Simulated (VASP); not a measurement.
Set up this calculation in VASP 6.6.1, as the native input.

```
Task                   : single point
Functional             : r2SCAN
Potentials or basis    : VASP PAW PBE potentials, release 64 (Ru_pv)
Cutoff                 : 520 eV
k mesh                 : 18 × 18 × 10
Occupations            : gaussian, width 0.05 eV
Spin                   : no spin polarisation
Dipole correction      : no
Further INCAR settings : ALGO = Normal; EDIFF = 1e-06; NBANDS = 21
```

Ru:

```
CELL_PARAMETERS angstrom
2.72145 0.00000 0.00000
-1.36072 2.35684 0.00000
0.00000 0.00000 4.28957
ATOMIC_POSITIONS crystal
Ru 0.33333 0.66667 0.75000
Ru 0.66667 0.33333 0.25000
```

These files were run (other wordings do the same):

POSCAR

```
Ru
1.0
    2.7214497464      0.0000000000      0.0000000000
   -1.3607248732      2.3568446155      0.0000000000
    0.0000000000      0.0000000000      4.2895690034
Ru
2
Direct
    0.3333333333      0.6666666667      0.7500000000
    0.6666666667      0.3333333333      0.2500000000
```

INCAR.step1

```
PREC = Accurate
ENCUT = 520
ISMEAR = 0
SIGMA = 0.05
LREAL = False
LASPH = True
NELM = 80
NBANDS = 21
GGA = PE
ALGO = Normal
EDIFF = 1E-4
LWAVE = True
LCHARG = False
```

INCAR.step2

```
PREC = Accurate
ENCUT = 520
EDIFF = 1E-6
ISMEAR = 0
SIGMA = 0.05
LREAL = False
LASPH = True
NELM = 80
ALGO = Normal
ISIF = 2
LWAVE = False
LCHARG = True
METAGGA = R2SCAN
LMIXTAU = True
LELF = True
LVHAR = True
NBANDS = 21
ISTART = 1
```

KPOINTS

```
Automatic mesh
0
Gamma
  18 18 10
```

Potentials or basis: VASP PAW PBE potentials, release 64 (Ru_pv).

Run with:

```bash
$ cat potpaw_PBE.64/Ru_pv/POTCAR > POTCAR
$ cp INCAR.step1 INCAR
$ mpirun -np 1 vasp_std > vasp.out
$ cp INCAR.step2 INCAR
$ mpirun -np 1 vasp_std > vasp.out
```

Results of the run:

- Pressure: -4.9 GPa
- Band gap on the k mesh: zero (bands 14 and 15 overlap by 3.19 eV)

Caveat: the cell stands under tension; the PAW data sets were made with another functional, which shifts forces and pressure a little.

Wall time 2.3 min on 1 thread of Intel(R) Xeon(R) 6975P-C (Granite Rapids), with other jobs on the host, peak memory 0.21 GiB.
